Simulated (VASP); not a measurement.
Runs of VASP 6.6.1 on ZnS. The structure is that of space group F-43m (No. 216), or close to it. The cells are those of the table. 

```tsv
task	level	potentials or basis	cell	k mesh	cutoff (eV)	gap on the mesh (eV)	pressure (GPa)	relaxed volume (Å³/atom)
relaxation of cell and atoms	LDA	VASP PAW LDA potentials, release 64 (Zn, S)	relaxed from a = 3.821 Å, angles 60.0°, 2 atoms	8 × 8 × 8	600	2.15	0.0	18.63
relaxation of cell and atoms	PBEsol	VASP PAW PBE potentials, release 64 (Zn, S)	relaxed from a = 3.821 Å, angles 60.0°, 2 atoms	8 × 8 × 8	600	(b)	0.0	(c)
relaxation of the atoms	r2SCAN	VASP PAW PBE potentials, release 64 (Zn, S)	atoms relaxed from a = 3.760 Å, angles 60.0°, 2 atoms	10 × 10 × 10	520	2.90	3.4	-
relaxation of cell and atoms	r2SCAN	VASP PAW PBE potentials, release 64 (Zn, S)	relaxed from a = 3.821 Å, angles 60.0°, 2 atoms	8 × 8 × 8	600	(a)	0.1	19.55
relaxation of cell and atoms	PBE	VASP PAW PBE potentials, release 64 (Zn, S)	relaxed from a = 3.821 Å, angles 60.0°, 2 atoms	8 × 8 × 8	600	2.01	0.1	20.20
```

Alike in all rows: no spin polarisation; smearing fermi-dirac 0.02 eV.

Question: Fill in the values left out.

Answer: (a) 2.72; (b) 2.08; (c) 19.26.

Caveats: the PAW data sets were made with another functional, which shifts forces and pressure a little (at least some runs); the relaxation stopped at its first step, so nothing moved (at least some runs).

